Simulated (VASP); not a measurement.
# Ta4O (Pmmm) in VASP: single point with PBE

Aim: the single point of Ta4O with PBE.

All numbers are computed with VASP 6.6.1; they aren't measurements. Logs are shortened: lines on timing, memory, paths and dates and some standing lists are left out, and cuts for length are marked.

## 1. The cell of the first run

It takes space group Pmmm (No. 47, orthorhombic). Conventional cell: a = 3.011 Å, b = 3.255 Å, c = 7.395 Å, α = 90.00°, β = 90.00°, γ = 90.00°. Within 2.9 Å of Ta (site symmetry mmm) lie 4 O at 2.22 Å. Within 2.8 Å of Ta (site symmetry mm2) lie 1 O at 2.09 Å and 4 Ta at 2.74 Å. Ta (site symmetry mmm) has 12 Ta at 2.74 to 3.25 Å within 3.6 Å. O (site symmetry mmm) has 6 Ta at 2.09 to 2.22 Å within 2.8 Å.

## 2. Single point, PBE (strain -0.0750 x Voigt [1, 0, 0, 0, 0, 0])

File INCAR:

```
PREC     = Accurate       # precision mode
ENCUT    = 520            # plane-wave cutoff, eV
EDIFF    = 1E-6           # SCF threshold, eV
ISMEAR   = 0              # smearing method
SIGMA    = 0.15           # smearing width, eV
LREAL    = False          # projectors in reciprocal space
LASPH    = True           # aspherical terms in the spheres
NELM     = 60             # most SCF steps
ALGO     = Normal         # electronic algorithm
ISIF     = 2              # what is computed and relaxed
LWAVE    = False          # write WAVECAR
LCHARG   = True           # write CHGCAR
GGA      = PE             # functional
LELF     = True           # ELF
LVHAR    = True         
NBANDS   = 33             # bands
```

File KPOINTS:

```
regular mesh
0
Gamma
  14 14 8
```

File POSCAR:

```
Ta4O
1.0
    3.0106040167      0.0000000000      0.0000000000
    0.0000000000      3.2547070451      0.0000000000
    0.0000000000      0.0000000000      7.3953866605
Ta O
4 1
Direct
    0.0000000000      0.0000000000      0.5000000000
    0.5000000000      0.5000000000      0.7829127297
    0.5000000000      0.5000000000      0.2170872703
    0.0000000000      0.0000000000      0.0000000000
    0.5000000000      0.5000000000      0.5000000000
```

Potentials or basis: VASP PAW PBE potentials, release 64 (Ta_pv, O).

Command:

```bash
> cat potpaw_PBE.64/Ta_pv/POTCAR potpaw_PBE.64/O/POTCAR > POTCAR
> mpirun -np 1 vasp_std > vasp.out
```

OUTCAR:

```text
PREC = Accurate
   ENCUT = 520
   EDIFF = 1E-6
   ISMEAR = 0
   LREAL = False
   LASPH = True
   NELM = 60
   ISIF = 2
   GGA = PE

 ion  position               nearest neighbor table
   1  0.000  0.000  0.500-   5 2.22   5 2.22   5 2.22   5 2.22   3 3.05   3 3.05   2 3.05   3 3.05
                             2 3.05   2 3.05   3 3.05   2 3.05
   2  0.500  0.500  0.783-   5 2.09   4 2.74   4 2.74   4 2.74   4 2.74   1 3.05   1 3.05   1 3.05
                             1 3.05   3 3.21
   3  0.500  0.500  0.217-   5 2.09   4 2.74   4 2.74   4 2.74   4 2.74   1 3.05   1 3.05   1 3.05
                             1 3.05   2 3.21
   4  0.000  0.000  0.000-   2 2.74   3 2.74   2 2.74   3 2.74   2 2.74   3 2.74   2 2.74   3 2.74

   5  0.500  0.500  0.500-   2 2.09   3 2.09   1 2.22   1 2.22   1 2.22   1 2.22

  LATTYP: Found a simple orthorhombic cell.
 ALAT       =     3.0106040167
 B/A-ratio  =     1.0810810811
 C/A-ratio  =     2.4564461548

  Lattice vectors:

 A1 = (   3.0106040167,   0.0000000000,   0.0000000000)
 A2 = (   0.0000000000,   3.2547070451,   0.0000000000)
 A3 = (   0.0000000000,   0.0000000000,   7.3953866605)

Analysis of symmetry for initial positions (statically):
=====================================================================
 Subroutine PRICEL returns:
 Original cell was already a primitive cell.

 Routine SETGRP: Setting up the symmetry group for a
 simple orthorhombic supercell.

 Subroutine GETGRP returns: Found  8 space group operations
 (whereof  8 operations were pure point group operations)
 out of a pool of  8 trial point group operations.

The static configuration has the point symmetry D_2h.

Analysis of symmetry for dynamics (positions and initial velocities):
=====================================================================
 Subroutine PRICEL returns:
 Original cell was already a primitive cell.

 Routine SETGRP: Setting up the symmetry group for a
 simple orthorhombic supercell.

 Subroutine GETGRP returns: Found  8 space group operations
 (whereof  8 operations were pure point group operations)
 out of a pool of  8 trial point group operations.

The dynamic configuration has the point symmetry D_2h.

 Subroutine INISYM returns: Found  8 space group operations
 (whereof  8 operations are pure point group operations),
 and found     1 'primitive' translations

----------------------------------------------------------------------------------------

                                     Primitive cell

  volume of cell :      72.4647

  direct lattice vectors                    reciprocal lattice vectors
     3.010604017  0.000000000  0.000000000     0.332159259  0.000000000  0.000000000
     0.000000000  3.254707045  0.000000000     0.000000000  0.307247315  0.000000000
     0.000000000  0.000000000  7.395386660     0.000000000  0.000000000  0.135219434

  length of vectors
     3.010604017  3.254707045  7.395386660     0.332159259  0.307247315  0.135219434

  position of ions in fractional coordinates (direct lattice)
     0.000000000  0.000000000  0.500000000
     0.500000000  0.500000000  0.782912730
     0.500000000  0.500000000  0.217087270
     0.000000000  0.000000000  0.000000000
     0.500000000  0.500000000  0.500000000

  ion indices of the primitive-cell ions
   primitive index   ion index
                 1           1
                 2           2
                 3           3
                 4           4
                 5           5

----------------------------------------------------------------------------------------

 KPOINTS: regular mesh

Automatic generation of k-mesh.
 Grid dimensions read from file:
 generate k-points for:   14   14    8

 Generating k-lattice:

  Cartesian coordinates                     Fractional coordinates (reciprocal lattice)
     0.023725661  0.000000000  0.000000000     0.071428571  0.000000000  0.000000000
     0.000000000  0.021946237  0.000000000     0.000000000  0.071428571  0.000000000
     0.000000000  0.000000000  0.016902429     0.000000000  0.000000000  0.125000000

  Length of vectors
     0.023725661  0.021946237  0.016902429

  Shift w.r.t. Gamma in fractional coordinates (k-lattice)
     0.000000000  0.000000000  0.000000000

 Subroutine IBZKPT returns following result:
 ===========================================

 Found    320 irreducible k-points:

 Following reciprocal coordinates:
            Coordinates               Weight
  0.000000  0.000000  0.000000      1.000000
  0.071429  0.000000  0.000000      2.000000
  0.142857  0.000000  0.000000      2.000000
  0.214286  0.000000  0.000000      2.000000
  0.285714  0.000000  0.000000      2.000000
  0.357143  0.000000  0.000000      2.000000
[... 16 lines left out ...]
  0.428571  0.142857  0.000000      4.000000
  0.500000  0.142857  0.000000      2.000000
 [... further k-points ...]
   k-points           NKPTS =    320   k-points in BZ     NKDIM =    320   number of bands    NBANDS=     33
   number of dos      NEDOS =    301   number of ions     NIONS =      5
   total plane-waves  NPLWV =  32256
   dimension x,y,z NGX =    24 NGY =   24 NGZ =   56
   dimension x,y,z NGXF=    48 NGYF=   48 NGZF=  112
   ions per type =               4   1
   NGX,Y,Z   is equivalent  to a cutoff of  13.25, 12.26, 12.59 a.u.
   NGXF,Y,Z  is equivalent  to a cutoff of  26.51, 24.52, 25.18 a.u.
 SYSTEM =  unknown system
   PREC   = accura    normal or accurate (medium, high low for compatibility)
   ISTART =      0    job   : 0-new  1-cont  2-samecut
   ICHARG =      2    charge: 1-file 2-atom 10-const
   ISPIN  =      1    spin polarized calculation?
   LNONCOLLINEAR =      F non collinear calculations
   LSORBIT =      F    spin-orbit coupling
   LASPH  =      T    aspherical Exc in radial PAW
   ENCUT  =  520.0 eV  38.22 Ry    6.18 a.u.   5.60  6.05 13.75*2*pi/ulx,y,z
   NELM   =     60;   NELMIN=  2; NELMDL= -5     # of ELM steps
   EDIFF  = 0.1E-05   stopping-criterion for ELM
   LREAL  =      F    real-space projection
   EDIFFG = 0.1E-04   stopping-criterion for IOM
   NSW    =      0    number of steps for IOM
   IBRION =     -1    ionic relax: 0-MD 1-quasi-New 2-CG
   NFREE  =      0    steps in history (QN), initial steepest desc. (CG)
   ISIF   =      2    stress and relaxation
   ISYM   =      2    0-nonsym 1-usesym 2-fastsym
   POTIM  = 0.5000    time-step for ionic-motion
   TEBEG  =    0.0;   TEEND  =   0.0 temperature during run
   PSTRESS=    0.0 pullay stress
   NELECT =      50.0000    total number of electrons
   NUPDOWN=      -1.0000    fix difference up-down
   EMIN   =  10.00;   EMAX   =-10.00  energy-range for DOS
   EFERMI =   0.00;   METHOD = LEGACY
   ISMEAR =     0;   SIGMA  =   0.15  broadening in eV -4-tet -1-fermi 0-gaus
   EFERMI_NEDOS =   21; number of points for ismear=-14 and -15
   IALGO  =     38    algorithm
   IMIX   =      4    mixing-type and parameters
     AMIX     =   0.40;   BMIX     =  1.00
     AMIX_MAG =   1.60;   BMIX_MAG =  1.00
  volume/ion in A,a.u.               =      14.49        97.80
  Fermi-wavevector in a.u.,A,eV,Ry     =   1.446625  2.733725 28.473245  2.092724
  Thomas-Fermi vector in A             =   2.564672
   LORBIT       =      0    0 simple, 1 ext, 2 COOP (PROOUT), +10 PAW based schemes
   GGA     = PE    functional components
   LHFCALC =     F    Hartree Fock is set to
   AEXX    =    0.0000 exact exchange contribution
   IVDW    =     0    specifies the selected vdW correction
   LEPSILON=     F    determine dielectric tensor
   LRPA    =     F    only Hartree local field effects (RPA)
 non-spin polarized calculation
 Gauss-broadening in eV      SIGMA  =   0.15
  energy-cutoff  :      520.00
  volume of cell :       72.46
 maximum number of plane-waves:      1986
 NGX is ok and might be reduce to    24
   NGX = 11   NGY = 13   NGZ = 27

 number of electron      49.9999995 magnetization

 Free energy of the ion-electron system (eV)
  ---------------------------------------------------
  ext. energy  EPLUGINS =         0.00000000
  ---------------------------------------------------
  free energy    TOTEN  =       -54.60237767 eV

  energy without entropy =      -54.57276461  energy(sigma->0) =      -54.58757114

 E-fermi :   7.2060     XC(G=0): -13.0299

 val. band max:        7.1931149307   @ k =   0.5000   0.4286   0.5000
 cond. band min:       7.2078906145   @ k =   0.0000   0.2857   0.1250
 fundamental gap:      0.0147756837
 Fermi energy:         7.2059949928

 k-point     1 :       0.0000    0.0000    0.0000
  band No.  band energies     occupation
      1     -28.3772      2.00000
      2     -28.1261      2.00000
      3     -28.0002      2.00000
      4     -27.3597      2.00000
      5     -27.2689      2.00000
      6     -27.0837      2.00000
[... 25 lines left out ...]
     32       9.3398      0.00000
     33       9.4927      0.00000

 k-point     2 :       0.0714    0.0000    0.0000
  band No.  band energies     occupation
      1     -28.3724      2.00000
      2     -28.1667      2.00000
      3     -27.9938      2.00000
      4     -27.3633      2.00000
      5     -27.2734      2.00000
      6     -27.0732      2.00000
[... 25 lines left out ...]
     32       9.5417      0.00000
     33      10.0543      0.00000

 k-point     3 :       0.1429    0.0000    0.0000
  band No.  band energies     occupation
      1     -28.3591      2.00000
      2     -28.2755      2.00000
      3     -27.9771      2.00000
      4     -27.3786      2.00000
      5     -27.2885      2.00000
      6     -27.0431      2.00000
[... 25 lines left out ...]
     32      10.0121      0.00000
     33      10.6472      0.00000

 k-point     4 :       0.2143    0.0000    0.0000
  band No.  band energies     occupation
      1     -28.4233      2.00000
      2     -28.3398      2.00000
      3     -27.9563      2.00000
      4     -27.4095      2.00000
      5     -27.3173      2.00000
      6     -26.9969      2.00000
[... 25 lines left out ...]
     32       9.7739      0.00000
     33      10.6322      0.00000

 k-point     5 :       0.2857    0.0000    0.0000
  band No.  band energies     occupation
      1     -28.5778      2.00000
      2     -28.3183      2.00000
      3     -27.9414      2.00000
      4     -27.4501      2.00000
      5     -27.3559      2.00000
      6     -27.0609      2.00000
[... 604 lines left out ...]
 k-point    22 :       0.3571    0.1429    0.0000
  band No.  band energies     occupation
      1     -28.6837      2.00000
      2     -28.3658      2.00000
      3     -27.9214      2.00000
      4     -27.4688      2.00000
      5     -27.3522      2.00000
      6     -27.2105      2.00000
[... 25 lines left out ...]
     32      10.6745      0.00000
     33      11.4595      0.00000

 k-point    23 :       0.4286    0.1429    0.0000
  band No.  band energies     occupation
      1     -28.7685      2.00000
      2     -28.3492      2.00000
      3     -27.9230      2.00000
      4     -27.5010      2.00000
      5     -27.3745      2.00000
      6     -27.2675      2.00000
[... 25 lines left out ...]
     32      11.0543      0.00000
     33      11.7368      0.00000

 k-point    24 :       0.5000    0.1429    0.0000
  band No.  band energies     occupation
      1     -28.7984      2.00000
      2     -28.3431      2.00000
      3     -27.9252      2.00000
      4     -27.5124      2.00000
      5     -27.3820      2.00000
      6     -27.2904      2.00000
[... 25 lines left out ...]
     32      11.3729      0.00000
     33      11.7949      0.00000

 [... further k-points ...]
[... 5 lines left out ...]
  --------------------------------------------------------------------------------------
  -------------------------------------------------------------------------------------
  Total       12.6929034      7.5008941      7.0932671      0.0000000      0.0000000      0.0000000
  in kB      280.6371308    165.8430175    156.8304785      0.0000000      0.0000000      0.0000000
  external PRESSURE =     201.1035423 kB  Pullay stress =       0.0000000 kB

 VOLUME and BASIS-vectors are now :
 -----------------------------------------------------------------------------
  energy-cutoff  :      520.00
  volume of cell :       72.46
      direct lattice vectors                 reciprocal lattice vectors
     3.010604017  0.000000000  0.000000000     0.332159259  0.000000000  0.000000000
     0.000000000  3.254707045  0.000000000     0.000000000  0.307247315  0.000000000
     0.000000000  0.000000000  7.395386660     0.000000000  0.000000000  0.135219434

 POSITION                                       TOTAL-FORCE (eV/Angst)
 -----------------------------------------------------------------------------------
      0.00000      0.00000      3.69769         0.000000      0.000000      0.000000
      1.50530      1.62735      5.78994         0.000000      0.000000     -0.225704
      1.50530      1.62735      1.60544         0.000000      0.000000      0.225704
      0.00000      0.00000      0.00000         0.000000      0.000000      0.000000
      1.50530      1.62735      3.69769         0.000000      0.000000      0.000000
 -----------------------------------------------------------------------------------
    total drift:                                0.000000     -0.000000      0.000000

  FREE ENERGIE OF THE ION-ELECTRON SYSTEM (eV)
  ---------------------------------------------------
  free  energy   TOTEN  =       -54.6023776678 eV

  energy  without entropy=      -54.5727646057  energy(sigma->0) =      -54.58757114
```

It took 5.1 min on 1 thread of Intel Xeon 6975P-C (Granite Rapids), shared host; peak memory 0.64 GiB.

What came out:

```
Free energy            : -54.6024 eV
Pressure               : 20.1 GPa
Largest force          : 0.226 eV/Å
Band gap on the k mesh : zero (band 25 reaches 7.66 eV, above the bottom of band 26 at 6.57 eV)
```

Forces in eV/Å, atoms in the order of the input:
```
Ta   0.000  0.000  0.000
Ta   0.000  0.000 -0.226
Ta   0.000  0.000  0.226
Ta   0.000  0.000  0.000
O    0.000  0.000  0.000
```

Levels at points of the mesh, in eV from the Fermi level:
```csv
k point,band 22,band 23,band 24,band 25,band 26,band 27,band 28,band 29
"(0.00, 0.00, 0.00)",-1.98,-1.14,0.07,0.19,0.71,0.88,1.07,1.50
"(0.50, 0.00, 0.00)",-1.52,-1.41,-0.57,-0.14,0.42,1.55,1.59,1.63
"(0.00, 0.50, 0.00)",-0.97,-0.91,-0.39,0.22,0.30,1.26,1.33,1.62
"(0.50, 0.50, 0.00)",-1.92,-1.45,-0.96,-0.41,2.18,2.36,3.05,3.33
"(0.00, 0.00, 0.50)",-1.07,-1.07,0.08,0.08,0.78,1.14,1.15,1.42
"(0.50, 0.00, 0.50)",-1.66,-1.53,-0.89,-0.41,1.18,1.50,1.85,2.38
"(0.00, 0.50, 0.50)",-0.77,-0.63,-0.46,0.21,0.30,1.10,1.23,1.71
"(0.50, 0.50, 0.50)",-2.22,-2.06,0.23,0.42,2.01,2.13,2.18,2.91
```

Caveat: the cell differs from its parent crystal (strain -0.0750 x Voigt [1, 0, 0, 0, 0, 0]); spin-orbit coupling is left out, which moves the levels of the heavy elements.
